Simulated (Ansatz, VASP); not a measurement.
One calculation of CdS, two programs

```
Cd S
1.0
     4.07965    0.00000    0.00000
    -2.03982    3.53308    0.00000
     0.00000    0.00000    6.62279
Cd S
2 2
Direct
  0.33333 0.66667 0.00000
  0.66667 0.33333 0.50000
  0.33333 0.66667 0.37500
  0.66667 0.33333 0.87500
```

Alike in both runs: task single point; functional PBE; k mesh 6 × 6 × 4; no spin polarisation.

|  | VASP | Ansatz |
| --- | --- | --- |
| version | VASP 6.6.1 | Ansatz 0.2.0 |
| potentials or method | VASP PAW PBE potentials, release 64 (Cd, S), cutoff 520 eV | plane waves, PAW |
| occupations | gaussian, width 0.01 eV | fixed |
| valence electrons in the cell | 36 | 52 |

VASP gave:

- pressure (GPa): 6.1
- traceless stress, the component that is largest in VASP (GPa): 0.56

Task: Estimate Ansatz's values.

Result: Pressure (GPa): 5.7; traceless stress, the component that is largest in VASP (GPa): 0.54.

VASP's potentials hold 36 valence electrons a cell and Ansatz's 52, so a difference there can come from the potentials and not from the codes.
